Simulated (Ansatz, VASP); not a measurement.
# SrCl2 in VASP and in Ansatz

The input INCAR:

```
SYSTEM = SrCl2
PREC     = Accurate       ! precision mode
ENCUT    = 520            ! plane-wave cutoff, eV
EDIFF    = 1E-6           ! SCF threshold, eV
ISMEAR   = 0              ! smearing method
SIGMA    = 0.01           ! smearing width, eV
LREAL    = .FALSE.        ! projectors in reciprocal space
LASPH    = .TRUE.         ! aspherical terms in the spheres
NELM     = 60             ! most SCF steps
ALGO     = Normal         ! electronic algorithm
ISIF     = 2              ! what is computed and relaxed
LWAVE    = .FALSE.        ! write WAVECAR
LCHARG   = .FALSE.        ! write CHGCAR
GGA      = PE             ! functional
NBANDS   = 19             ! bands
```

File KPOINTS:

```
regular mesh
0
G
  6 6 6
  0 0 0
```

Contents of POSCAR:

```
SrCl2
1.0
    0.0000000000      3.4849589131      3.4849589131
    3.4849589131      0.0000000000      3.4849589131
    3.4849589131      3.4849589131      0.0000000000
Sr Cl
1 2
Direct
    0.0000000000      0.0000000000      0.0000000000
    0.2500000000      0.2500000000      0.2500000000
    0.7500000000      0.7500000000      0.7500000000
```

Input for Ansatz:

```yaml
crystal:
  lattice:
    - [0.0, 3.4849589131, 3.4849589131]
    - [3.4849589131, 0.0, 3.4849589131]
    - [3.4849589131, 3.4849589131, 0.0]
  atoms:
    - { symbol: Sr, position: [0.0, 0.0, 0.0] }
    - { symbol: Cl, position: [0.25, 0.25, 0.25] }
    - { symbol: Cl, position: [0.75, 0.75, 0.75] }
kpoints:
  mp_grid: { grid: [6, 6, 6] }
hamiltonian:
  xc: pbe
scf:
  occupations: { method: fixed }
  n_extra_bands: 4
output:
  forces: true
  stress: true
  eigenvalues: true
```

Alike in both runs: task single point; functional PBE; k mesh 6 × 6 × 6; no spin polarisation.

|  | VASP | Ansatz |
| --- | --- | --- |
| version | VASP 6.6.1 | Ansatz 0.2.0 |
| potentials or method | VASP PAW PBE potentials, release 64 (Sr_sv, Cl) | plane waves, PAW |
| plane-wave cutoff (eV) | 520 | 420 |
| occupations | gaussian, width 0.01 eV | fixed |
| valence electrons in the cell | 24 | 24 |

|  | VASP | Ansatz | Ansatz less VASP |
| --- | --- | --- | --- |
| gap on the k mesh at the Fermi level (eV) | 5.35 | 5.35 | +0.005 |
| pressure (GPa) | 1.2 | 1.1 | -0.08 |
